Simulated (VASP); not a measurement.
# CO2 (Pbca) in VASP: notebook

Runs on CO2. Level: PBE. Tasks: single point.

Everything below comes from runs of VASP 6.6.1. Logs are shortened: lines on timing, memory, paths and dates and some standing lists are left out, and cuts for length are marked.

## (1) The cell of the first run

It takes space group Pbca (No. 61, orthorhombic). The conventional cell has a = 6.065 Å, b = 6.520 Å, c = 6.520 Å, α = 90.00°, β = 90.00°, γ = 90.00°. C (site symmetry -1) has 2 O at 1.23 Å within 1.6 Å. O (site symmetry 1) has 1 C at 1.23 Å within 1.6 Å.

## (2) Single point, PBE (volume 21.489 Å^3 an atom, c/a of the conventional cell 0.9302)

INCAR reads:

```
ALGO = Normal
EDIFF = 1E-6
ENCUT = 520
GGA = PE
ISIF = 2
ISMEAR = 0
LASPH = T
LCHARG = F
LREAL = F
LWAVE = F
NBANDS = 44
NELM = 60
PREC = Accurate
SIGMA = 0.05
```

KPOINTS reads:

```
k-points
0
Gamma
  4 4 4
```

POSCAR reads:

```
CO2
1.0
    6.5203919952      0.0000000000      0.0000000000
    0.0000000000      6.5203919952      0.0000000000
    0.0000000000      0.0000000000      6.0652686339
C O
4 8
Direct
    0.0000000000      0.0000000000      0.0000000000
    0.5000000000      0.0000000000      0.5000000000
    0.5000000000      0.5000000000      0.0000000000
    0.0000000000      0.5000000000      0.5000000000
    0.1114834447      0.1114834447      0.1114834447
    0.3885165553      0.8885165553      0.6114834447
    0.6114834447      0.3885165553      0.8885165553
    0.8885165553      0.6114834447      0.3885165553
    0.8885165553      0.8885165553      0.8885165553
    0.6114834447      0.1114834447      0.3885165553
    0.3885165553      0.6114834447      0.1114834447
    0.1114834447      0.3885165553      0.6114834447
```

Potentials or basis: VASP PAW PBE potentials, release 64 (C, O).

Command:

```console
cat potpaw_PBE.64/C/POTCAR potpaw_PBE.64/O/POTCAR > POTCAR
mpirun -np 1 vasp_std > vasp.out
```

OUTCAR:

```text
EDIFF = 1E-6
   ENCUT = 520
   GGA = PE
   ISIF = 2
   ISMEAR = 0
   LASPH = T
   LREAL = F
   NELM = 60
   PREC = Accurate

 ion  position               nearest neighbor table
   1  0.000  0.000  0.000-   5 1.23   9 1.23
   2  0.500  0.000  0.500-   6 1.23  10 1.23
   3  0.500  0.500  0.000-   7 1.23  11 1.23
   4  0.000  0.500  0.500-   8 1.23  12 1.23
   5  0.111  0.111  0.111-   1 1.23
   6  0.389  0.889  0.611-   2 1.23
   7  0.611  0.389  0.889-   3 1.23
   8  0.889  0.611  0.389-   4 1.23
   9  0.889  0.889  0.889-   1 1.23
  10  0.611  0.111  0.389-   2 1.23
  11  0.389  0.611  0.111-   3 1.23
  12  0.111  0.389  0.611-   4 1.23

  LATTYP: Found a simple tetragonal cell.
 ALAT       =     6.5203919952
 C/A-ratio  =     0.9302000000

  Lattice vectors:

 A1 = (   6.5203919952,   0.0000000000,   0.0000000000)
 A2 = (   0.0000000000,   6.5203919952,   0.0000000000)
 A3 = (   0.0000000000,   0.0000000000,   6.0652686339)

Analysis of symmetry for initial positions (statically):
=====================================================================
 Subroutine PRICEL returns:
 Original cell was already a primitive cell.

 Routine SETGRP: Setting up the symmetry group for a
 simple tetragonal supercell.

 Subroutine GETGRP returns: Found  8 space group operations
 (whereof  2 operations were pure point group operations)
 out of a pool of 16 trial point group operations.

The static configuration has the point symmetry S_2 .
 The point group associated with its full space group is D_2h.

Analysis of symmetry for dynamics (positions and initial velocities):
=====================================================================
 Subroutine PRICEL returns:
 Original cell was already a primitive cell.

 Routine SETGRP: Setting up the symmetry group for a
 simple tetragonal supercell.

 Subroutine GETGRP returns: Found  8 space group operations
 (whereof  2 operations were pure point group operations)
 out of a pool of 16 trial point group operations.

The dynamic configuration has the point symmetry S_2 .
 The point group associated with its full space group is D_2h.

 Subroutine INISYM returns: Found  8 space group operations
 (whereof  2 operations are pure point group operations),
[... 117 lines left out ...]
   LREAL  =      F    real-space projection
   EDIFFG = 0.1E-04   stopping-criterion for IOM
   NSW    =      0    number of steps for IOM
   IBRION =     -1    ionic relax: 0-MD 1-quasi-New 2-CG
   NFREE  =      0    steps in history (QN), initial steepest desc. (CG)
   ISIF   =      2    stress and relaxation
   ISYM   =      2    0-nonsym 1-usesym 2-fastsym
   POTIM  = 0.5000    time-step for ionic-motion
   TEBEG  =    0.0;   TEEND  =   0.0 temperature during run
   PSTRESS=    0.0 pullay stress
   NELECT =      64.0000    total number of electrons
   NUPDOWN=      -1.0000    fix difference up-down
   EMIN   =  10.00;   EMAX   =-10.00  energy-range for DOS
   EFERMI =   0.00;   METHOD = LEGACY
   ISMEAR =     0;   SIGMA  =   0.05  broadening in eV -4-tet -1-fermi 0-gaus
   EFERMI_NEDOS =   21; number of points for ismear=-14 and -15
   IALGO  =     38    algorithm
   IMIX   =      4    mixing-type and parameters
     AMIX     =   0.40;   BMIX     =  1.00
     AMIX_MAG =   1.60;   BMIX_MAG =  1.00
  volume/ion in A,a.u.               =      21.49       145.01
  Fermi-wavevector in a.u.,A,eV,Ry     =   1.028811  1.944171 14.401120  1.058452
  Thomas-Fermi vector in A             =   2.162827
   LORBIT       =      0    0 simple, 1 ext, 2 COOP (PROOUT), +10 PAW based schemes
   GGA     = PE    functional components
   LHFCALC =     F    Hartree Fock is set to
   AEXX    =    0.0000 exact exchange contribution
   IVDW    =     0    specifies the selected vdW correction
   LEPSILON=     F    determine dielectric tensor
   LRPA    =     F    only Hartree local field effects (RPA)
 non-spin polarized calculation
 Gauss-broadening in eV      SIGMA  =   0.05
  energy-cutoff  :      520.00
  volume of cell :      257.87
 maximum number of plane-waves:      6984
   NGX = 25   NGY = 25   NGZ = 23

 number of electron      64.0000017 magnetization

 Free energy of the ion-electron system (eV)
  ---------------------------------------------------
  ext. energy  EPLUGINS =         0.00000000
  ---------------------------------------------------
  free energy    TOTEN  =       -91.18599562 eV

  energy without entropy =      -91.18599562  energy(sigma->0) =      -91.18599562

 E-fermi :  -5.0403     XC(G=0):  -6.3914

 val. band max:       -5.2972074312   @ k =   0.0000   0.0000   0.0000
 cond. band min:       0.8108538917   @ k =   0.0000   0.0000   0.0000
 fundamental gap:      6.1080613230
 Fermi energy:        -5.0403104209

 k-point     1 :       0.0000    0.0000    0.0000
  band No.  band energies     occupation
      1     -24.9703      2.00000
      2     -24.9149      2.00000
      3     -24.9128      2.00000
      4     -24.9037      2.00000
      5     -23.9458      2.00000
      6     -23.9443      2.00000
[... 1117 lines left out ...]
     43       3.5204      0.00000
     44       3.5204      0.00000

 [... further k-points ...]
[... 5 lines left out ...]
  --------------------------------------------------------------------------------------
  -------------------------------------------------------------------------------------
  Total      -16.3514945    -16.3273299    -14.0118347      0.0000000      0.0000000      0.0000000
  in kB     -101.5945900   -101.4444516    -87.0578897      0.0000000      0.0000000      0.0000000
  external PRESSURE =     -96.6989771 kB  Pullay stress =       0.0000000 kB

 VOLUME and BASIS-vectors are now :
 -----------------------------------------------------------------------------
  energy-cutoff  :      520.00
  volume of cell :      257.87
      direct lattice vectors                 reciprocal lattice vectors
     6.520391995  0.000000000  0.000000000     0.153365013  0.000000000  0.000000000
     0.000000000  6.520391995  0.000000000     0.000000000  0.153365013  0.000000000
     0.000000000  0.000000000  6.065268634     0.000000000  0.000000000  0.164873159

 POSITION                                       TOTAL-FORCE (eV/Angst)
 -----------------------------------------------------------------------------------
      0.00000      0.00000      0.00000         0.000000      0.000000      0.000000
      3.26020      0.00000      3.03263         0.000000      0.000000      0.000000
      3.26020      3.26020      0.00000         0.000000      0.000000      0.000000
      0.00000      3.26020      3.03263         0.000000      0.000000      0.000000
      0.72692      0.72692      0.67618        -2.712190     -2.717136     -2.516390
      2.53328      5.79348      3.70881         2.712190      2.717136     -2.516390
      3.98711      2.53328      5.38909        -2.712190      2.717136      2.516390
      5.79348      3.98711      2.35646         2.712190     -2.717136      2.516390
      5.79348      5.79348      5.38909         2.712190      2.717136      2.516390
      3.98711      0.72692      2.35646        -2.712190     -2.717136      2.516390
      2.53328      3.98711      0.67618         2.712190     -2.717136     -2.516390
      0.72692      2.53328      3.70881        -2.712190      2.717136     -2.516390
 -----------------------------------------------------------------------------------
    total drift:                                0.000000      0.000000      0.000000

  FREE ENERGIE OF THE ION-ELECTRON SYSTEM (eV)
  ---------------------------------------------------
  free  energy   TOTEN  =       -91.1859956209 eV

  energy  without entropy=      -91.1859956209  energy(sigma->0) =      -91.18599562
```

Run time: 6.1 min. Hardware: 1 thread of Oxide Virtual Turin-like, shared host; peak memory 0.4 GiB.

Results:

```yaml
Free_energy: -91.1860 eV
Pressure: -9.7 GPa
Largest_force: 4.590 eV/Å
Band_gap_on_the_k_mesh: 6.11 eV, direct
```

Forces on the atoms (eV/Å):
```
C    0.000  0.000  0.000
C    0.000  0.000  0.000
C    0.000  0.000  0.000
C    0.000  0.000  0.000
O   -2.712 -2.717 -2.516
O    2.712  2.717 -2.516
O   -2.712  2.717  2.516
O    2.712 -2.717  2.516
O    2.712  2.717  2.516
O   -2.712 -2.717  2.516
O    2.712 -2.717 -2.516
O   -2.712  2.717 -2.516
```

Caveat: forces of over 1 eV/Å act on the atoms, so gaps and moduli don't describe the material at rest.

## (3) Single point, PBE (volume 21.489 Å^3 an atom, c/a of the conventional cell 0.8864)

INCAR reads:

```
SYSTEM = CO2
  PREC = Accurate
  ENCUT = 520
  EDIFF = 1E-6
  ISMEAR = 0
  SIGMA = 0.05
  LREAL = .False.
  LASPH = .True.
  NELM = 100
  ALGO = Normal
  ISIF = 2
  LWAVE = .False.
  LCHARG = .False.
  GGA = PE
  NBANDS = 44
```

KPOINTS reads:

```
Automatic mesh
0
Gamma
  4 4 4
  0 0 0
```

POSCAR: that of step 2 with these lines changed.

```diff
@@ -2,5 +2,5 @@
 1.0
-    6.5203919952      0.0000000000      0.0000000000
-    0.0000000000      6.5203919952      0.0000000000
-    0.0000000000      0.0000000000      6.0652686339
+    6.6260681983      0.0000000000      0.0000000000
+    0.0000000000      6.6260681983      0.0000000000
+    0.0000000000      0.0000000000      5.8733468510
 C O
```

Potentials or basis: VASP PAW PBE potentials, release 64 (C, O).

Command:

```console
cat potpaw_PBE.64/C/POTCAR potpaw_PBE.64/O/POTCAR > POTCAR
mpirun -np 1 vasp_std > vasp.out
```

OUTCAR:

```text
SYSTEM = CO2
   PREC = Accurate
   ENCUT = 520
   EDIFF = 1E-6
   ISMEAR = 0
   LREAL = .False.
   LASPH = .True.
   NELM = 100
   ISIF = 2
   GGA = PE

 ion  position               nearest neighbor table
   1  0.000  0.000  0.000-   5 1.23   9 1.23
   2  0.500  0.000  0.500-   6 1.23  10 1.23
   3  0.500  0.500  0.000-   7 1.23  11 1.23
   4  0.000  0.500  0.500-   8 1.23  12 1.23
   5  0.111  0.111  0.111-   1 1.23
   6  0.389  0.889  0.611-   2 1.23
   7  0.611  0.389  0.889-   3 1.23
   8  0.889  0.611  0.389-   4 1.23
   9  0.889  0.889  0.889-   1 1.23
  10  0.611  0.111  0.389-   2 1.23
  11  0.389  0.611  0.111-   3 1.23
  12  0.111  0.389  0.611-   4 1.23

  LATTYP: Found a simple tetragonal cell.
 ALAT       =     6.6260681983
 C/A-ratio  =     0.8864000000

  Lattice vectors:

 A1 = (   6.6260681983,   0.0000000000,   0.0000000000)
 A2 = (   0.0000000000,   6.6260681983,   0.0000000000)
 A3 = (   0.0000000000,   0.0000000000,   5.8733468510)

[... 201 lines left out ...]
 fundamental gap:      6.0638841066
 Fermi energy:        -5.0149861809

 k-point     1 :       0.0000    0.0000    0.0000
  band No.  band energies     occupation
      1     -24.9379      2.00000
      2     -24.8842      2.00000
      3     -24.8805      2.00000
      4     -24.8662      2.00000
      5     -23.9172      2.00000
      6     -23.9139      2.00000
[... 1117 lines left out ...]
     43       3.4833      0.00000
     44       3.4833      0.00000

 [... further k-points ...]
[... 5 lines left out ...]
  --------------------------------------------------------------------------------------
  -------------------------------------------------------------------------------------
  Total      -17.4562206    -17.3887587    -13.4849705     -0.0000000      0.0000000      0.0000000
  in kB     -108.4584399   -108.0392877    -83.7843935     -0.0000000      0.0000000      0.0000000
  external PRESSURE =    -100.0940404 kB  Pullay stress =       0.0000000 kB

 VOLUME and BASIS-vectors are now :
 -----------------------------------------------------------------------------
  energy-cutoff  :      520.00
  volume of cell :      257.87
      direct lattice vectors                 reciprocal lattice vectors
     6.626068198  0.000000000  0.000000000     0.150919062  0.000000000  0.000000000
     0.000000000  6.626068198  0.000000000     0.000000000  0.150919062  0.000000000
     0.000000000  0.000000000  5.873346851     0.000000000  0.000000000  0.170260675

 POSITION                                       TOTAL-FORCE (eV/Angst)
 -----------------------------------------------------------------------------------
      0.00000      0.00000      0.00000        -0.000000      0.000000     -0.000000
      3.31303      0.00000      2.93667        -0.000000      0.000000     -0.000000
      3.31303      3.31303      0.00000        -0.000000      0.000000     -0.000000
      0.00000      3.31303      2.93667        -0.000000      0.000000     -0.000000
      0.73870      0.73870      0.65478        -2.850624     -2.858730     -2.517773
      2.57434      5.88737      3.59145         2.850624      2.858730     -2.517773
      4.05173      2.57434      5.21857        -2.850624      2.858730      2.517773
      5.88737      4.05173      2.28189         2.850624     -2.858730      2.517773
      5.88737      5.88737      5.21857         2.850624      2.858730      2.517773
      4.05173      0.73870      2.28189        -2.850624     -2.858730      2.517773
      2.57434      4.05173      0.65478         2.850624     -2.858730     -2.517773
      0.73870      2.57434      3.59145        -2.850624      2.858730     -2.517773
 -----------------------------------------------------------------------------------
    total drift:                               -0.000000      0.000000      0.000000

  FREE ENERGIE OF THE ION-ELECTRON SYSTEM (eV)
  ---------------------------------------------------
  free  energy   TOTEN  =       -91.0854338857 eV

  energy  without entropy=      -91.0854338857  energy(sigma->0) =      -91.08543389
```

Run time: 7.4 min. Hardware: 1 thread of Oxide Virtual Turin-like, shared host; peak memory 0.41 GiB.

Results:

| Property | Result |
| --- | --- |
| Free energy | -91.0854 eV |
| Pressure | -10.0 GPa |
| Largest force | 4.758 eV/Å |
| Band gap on the k mesh | 6.06 eV, direct |

Forces in eV/Å, atoms in the order of the input:
```
C    0.000  0.000  0.000
C    0.000  0.000  0.000
C    0.000  0.000  0.000
C    0.000  0.000  0.000
O   -2.851 -2.859 -2.518
O    2.851  2.859 -2.518
O   -2.851  2.859  2.518
O    2.851 -2.859  2.518
O    2.851  2.859  2.518
O   -2.851 -2.859  2.518
O    2.851 -2.859 -2.518
O   -2.851  2.859 -2.518
```

Caveat: forces of over 1 eV/Å act on the atoms, so gaps and moduli don't describe the material at rest.

(Part 1 of 2 ends here.)
